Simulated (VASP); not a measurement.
Write the native input for VASP 6.6.1 that does the following.

| Property | Result |
| --- | --- |
| Task | relaxation of cell and atoms |
| Functional | PBE |
| Potentials or basis | VASP PAW PBE potentials, release 64 (Tl_d, B, Te) |
| Cutoff | 600 eV |
| k mesh | 8 × 8 × 8 |
| Occupations | gaussian, width 0.1 eV |
| Spin | no spin polarisation |
| Dipole correction | no |
| Further INCAR settings | ALGO = Normal; EDIFF = 1e-07; IBRION = 2; EDIFFG = -0.01; NSW = 100; ISIF = 3 |

The structure of Tl2B6Te lies in POSCAR:

```
Tl2B6Te
1.0
    0.0000000000      4.1638141154      4.1638141154
    4.1638141154      0.0000000000      4.1638141154
    4.1638141154      4.1638141154      0.0000000000
Tl B Te
2 6 1
Direct
    0.7500000000      0.7500000000      0.7500000000
    0.2500000000      0.2500000000      0.2500000000
    0.6478066031      0.6478066031      0.3521933969
    0.3521933969      0.3521933969      0.6478066031
    0.3521933969      0.6478066031      0.6478066031
    0.6478066031      0.3521933969      0.3521933969
    0.3521933969      0.6478066031      0.3521933969
    0.6478066031      0.3521933969      0.6478066031
    0.0000000000      0.0000000000      0.0000000000
```

The input as run:

INCAR

```
SYSTEM = Tl2B6Te
ALGO = Normal
EDIFF = 1E-7
EDIFFG = -0.01
ENCUT = 600
GGA = PE
IBRION = 2
ISIF = 3
ISMEAR = 0
LASPH = .True.
LCHARG = .False.
LREAL = .False.
LWAVE = .False.
NELM = 100
NSW = 100
PREC = Accurate
SIGMA = 0.1
```

KPOINTS

```
k-points
0
Gamma
  8 8 8
  0 0 0
```

Potentials or basis: VASP PAW PBE potentials, release 64 (Tl_d, B, Te).

The run is started by

```sh
$ cat potpaw_PBE.64/Tl_d/POTCAR potpaw_PBE.64/B/POTCAR potpaw_PBE.64/Te/POTCAR > POTCAR
$ mpirun -np 1 vasp_std > vasp.out
```

Results of the run:

The relaxed volume is 15.89 Å³/atom. The relaxed cell is a = 5.870 Å, b = 5.870 Å, c = 5.870 Å, α = 60.00°, β = 60.00°, γ = 60.00°, the space group after relaxing (to 0.05 Å) is Fm-3m (No. 225) and the energy gained by relaxing is 0.2 meV/atom. The ionic steps are 5. The pressure after relaxing is 0.0 GPa and the band gap on the k mesh is zero (band 25 reaches 6.05 eV, above the bottom of band 26 at 4.97 eV).

Caveat: spin-orbit coupling is left out, which moves the levels of the heavy elements.

Run time: 4.5 min on 1 thread of Intel(R) Xeon(R) 6975P-C (Granite Rapids) (shared host), peak memory 0.42 GiB.
